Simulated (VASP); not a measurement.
A run of VASP 6.6.1:

File INCAR:

```
SYSTEM = CdS
  ALGO = Normal
  EDIFF = 1E-6
  ENCUT = 520
  GGA = PE
  ISIF = 2
  ISMEAR = -1
  LASPH = .True.
  LCHARG = .False.
  LREAL = Auto
  LWAVE = .False.
  NBANDS = 86
  NELM = 100
  PREC = Accurate
  SIGMA = 0.2241
```

File KPOINTS:

```
Automatic mesh
0
Gamma
  2 2 2
  0.5 0.5 0.5
```

POSCAR

```
CdS
1.0
    0.0000000000      6.0078702720     -6.0078702720
   -6.0078702720      0.0000000000     -6.0078702720
   -6.0078702720      6.0078702720      0.0000000000
Cd S
8 8
Direct
    0.4830977316      0.5199294190     -0.0105807045
    0.0579757858      0.4635431316      0.0129906267
    0.4984695682     -0.0610157150      0.0288850278
   -0.0358195983      0.0458870594      0.0052435387
    0.5276751755      0.5364268624      0.4650348416
   -0.0092950576      0.5058542150      0.4779874348
    0.4707109794      0.0474834654      0.5358215731
   -0.0003559498     -0.0292427253      0.5128601918
    0.8862557377      0.3399561588      0.3552148105
    0.3708464729      0.4112386567      0.3671791167
    0.9383233567      0.8510256994      0.3367264785
    0.3745370486      0.9005339255      0.4112419024
    0.7791864318      0.3643427539      0.8139844535
    0.4139911295      0.3185196939      0.8542361549
    0.9050641498      0.8428610757      0.8767204952
    0.3582375954      0.8703084060      0.8856687577
```

Potentials or basis: VASP PAW PBE potentials, release 64 (Cd, S).

Launch:

```console
$ cat potpaw_PBE.64/Cd/POTCAR potpaw_PBE.64/S/POTCAR > POTCAR
$ mpirun -np 1 vasp_std > vasp.out
```

Hardware: 1 thread of Intel Xeon 8259CL, on a shared host.

Task: How long does it take, and how much memory?

Result: Run time: 40 min on 1 thread of Intel Xeon 8259CL, with other jobs on the host, peak memory 0.76 GiB. Counts: scf iterations 15, k points 16.
